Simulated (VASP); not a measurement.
A run of VASP 6.6.1:

INCAR

```
SYSTEM = Al
ALGO = Fast
EDIFF = 1E-7
ENCUT = 520
GGA = PS
ISIF = 2
ISMEAR = 0
LASPH = .TRUE.
LCHARG = .FALSE.
LREAL = .FALSE.
LWAVE = .FALSE.
NBANDS = 22
NELM = 60
PREC = Accurate
SIGMA = 0.15
```

The input KPOINTS:

```
k-points
0
G
  10 10 10
  0 0 0
```

The input POSCAR:

```
Al
1.0
    3.2126361663      3.2126361663      3.2126361663
   -3.2126361663     -3.2126361663      3.2126361663
    3.2126361663     -3.2126361663     -3.2126361663
Al
8
Direct
   -0.1092560694      0.5728373796      0.4635813102
    0.0000000000      0.0000000000      0.5000000000
    0.0000000000      0.5000000000      0.0000000000
    0.0000000000      0.0000000000      0.0000000000
    0.5000000000      0.5000000000      0.5000000000
    0.5000000000      0.0000000000      0.5000000000
    0.5000000000      0.5000000000      0.0000000000
    0.5000000000      0.0000000000      0.0000000000
```

Potentials or basis: VASP PAW PBE potentials, release 64 (Al).

Launch:

```console
$ cat potpaw_PBE.64/Al/POTCAR > POTCAR
$ mpirun -np 1 vasp_std > vasp.out
```

Hardware: 1 thread of Intel(R) Xeon(R) Platinum 8488C (Sapphire Rapids), on a shared host.

**Question.** How long does it take, and how much memory?

**Answer.** Run time: 12 min on 1 thread of Intel(R) Xeon(R) Platinum 8488C (Sapphire Rapids) (shared host), peak memory 0.65 GiB. Counts: scf iterations 19, k points 282.
